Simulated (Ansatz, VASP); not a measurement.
**C: VASP beside Ansatz**

INCAR

```
PREC     = Accurate       # precision mode
ENCUT    = 520            # plane-wave cutoff, eV
EDIFF    = 1E-6           # SCF threshold, eV
ISMEAR   = 0              # smearing method
SIGMA    = 0.05           # smearing width, eV
LREAL    = F              # projectors in reciprocal space
LASPH    = T              # aspherical terms in the spheres
NELM     = 80             # most SCF steps
ALGO     = Normal         # electronic algorithm
ISIF     = 2              # what is computed and relaxed
LWAVE    = F              # write WAVECAR
LCHARG   = T              # write CHGCAR
GGA      = PE             # functional
LELF     = T              # ELF
LVHAR    = T            
NBANDS   = 11             # bands
```

Contents of KPOINTS:

```
regular mesh
0
Gamma
  12 12 12
```

Contents of POSCAR:

```
C
1.0
    0.0000000000      1.7292697187      1.8589649476
    1.7292697187      0.0000000000      1.8589649476
    1.7292697187      1.7292697187      0.0000000000
C
2
Direct
    0.5000000000      0.5000000000      0.5000000000
    0.7500000000      0.7500000000      0.7500000000
```

Input for Ansatz:

```yaml
crystal:
  lattice:
    - [0.0, 1.7292697187, 1.8589649476]
    - [1.7292697187, 0.0, 1.8589649476]
    - [1.7292697187, 1.7292697187, 0.0]
  atoms:
    - { symbol: C, position: [0.5, 0.5, 0.5] }
    - { symbol: C, position: [0.75, 0.75, 0.75] }
basis:
  ecutwfc: 520.0
kpoints:
  mp_grid: { grid: [12, 12, 12] }
hamiltonian:
  xc: pbe
  pseudopotentials: { kind: paw, azcp: { folder: soft_1 } }
scf:
  occupations: { method: gaussian, width: 0.05 }
output:
  forces: true
  stress: true
  eigenvalues: true
```

Alike in both runs: task single point; functional PBE; k mesh 12 × 12 × 12; occupations gaussian, width 0.05 eV; no spin polarisation.

```csv
,VASP,Ansatz
version,VASP 6.6.1,Ansatz 0.2.0
potentials or method,"VASP PAW PBE potentials, release 64 (C), cutoff 520 eV","scalar-relativistic, plane waves, PAW"
valence electrons in the cell,8,8
```

```csv
,VASP,Ansatz,Ansatz less VASP
gap on the k mesh at the Fermi level (eV),3.28,3.29,+0.009
least direct gap on the mesh (eV),5.00,5.00,+0.004
pressure (GPa),11.8,11.1,-0.70
"traceless stress, the component that is largest in VASP (GPa)",-49.15,-49.16,-0.013
```

The functional is the same, so the differences come from potentials, cutoffs and numerics.
